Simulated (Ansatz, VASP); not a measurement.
One calculation of Sr2C, two programs

```
Sr C
1.0
     3.41922    0.00000    0.00000
     0.00000    3.41922    0.00000
     0.00000    0.00000    7.33689
Sr C
2 1
Direct
  0.00000 0.00000 0.79484
  0.00000 0.00000 0.20516
  0.50000 0.50000 0.00000
```

Change from the starting cell: ordered vacancies on the anion sites of caesium chloride (P4/mmm, No. 123).

Alike in both runs: functional PBE; k mesh 6 × 6 × 4; occupations gaussian, width 0.1 eV; no spin polarisation.

Ansatz relaxed the structure, and its values are those at the end. VASP's run is a single point on that final structure, the one shown.

```csv
,VASP,Ansatz
version,VASP 6.6.1,Ansatz 0.2.0
potentials or method,"VASP PAW PBE potentials, release 64 (Sr_sv, C), cutoff 520 eV","scalar-relativistic, plane waves, PAW"
valence electrons in the cell,24,24
```

|  | VASP | Ansatz | Ansatz less VASP |
| --- | --- | --- | --- |
| gap on the k mesh at the Fermi level (eV) | none | none | - |
| pressure (GPa) | 0.4 | 0.1 | -0.23 |
| rms of the force components (eV/Å) | 0.010 | 0.011 | +0.0012 |

A gap of «none» marks a metal or a gap that the smearing closes.
